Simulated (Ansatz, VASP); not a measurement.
# One calculation of Li3Os, two programs

```
CELL_PARAMETERS angstrom
3.08218 0.00000 0.00000
-1.54109 2.66925 0.00000
0.00000 0.00000 9.37722
ATOMIC_POSITIONS crystal
Li 0.66667 0.33333 0.73972
Li 0.00000 0.00000 0.00000
Li 0.33333 0.66667 0.26028
Os 0.00000 0.00000 0.50000
```

Alike in both runs: task single point; functional PBE; k mesh 6 × 6 × 2; occupations gaussian, width 0.1 eV; no spin polarisation.

|  | VASP | Ansatz |
| --- | --- | --- |
| version | VASP 6.6.1 | Ansatz 0.2.0 |
| potentials or method | VASP PAW PBE potentials, release 64 (Li_sv, Os), cutoff 520 eV | scalar-relativistic, plane waves, PAW |
| valence electrons in the cell | 17 | 25 |

```tsv
	VASP	Ansatz	Ansatz less VASP
gap on the k mesh at the Fermi level (eV)	none	none	-
rms of the force components (eV/Å)	0.274	0.267	-0.0074
```

Atom by atom the forces differ by 0.007 eV/Å (rms over components). A gap of «none» marks a metal or a gap that the smearing closes. With one functional, cell and mesh, what is left measures potentials, basis and numerics. VASP's potentials hold 17 valence electrons a cell and Ansatz's 25, so a difference there can come from the potentials and not from the codes.

The k mesh is coarse, so the values compare programs but aren't converged. Neither program's run includes spin-orbit coupling. Noted on VASP's run: the cutoff is under 1.25 times that of the potentials, so the pressure is a little rough.
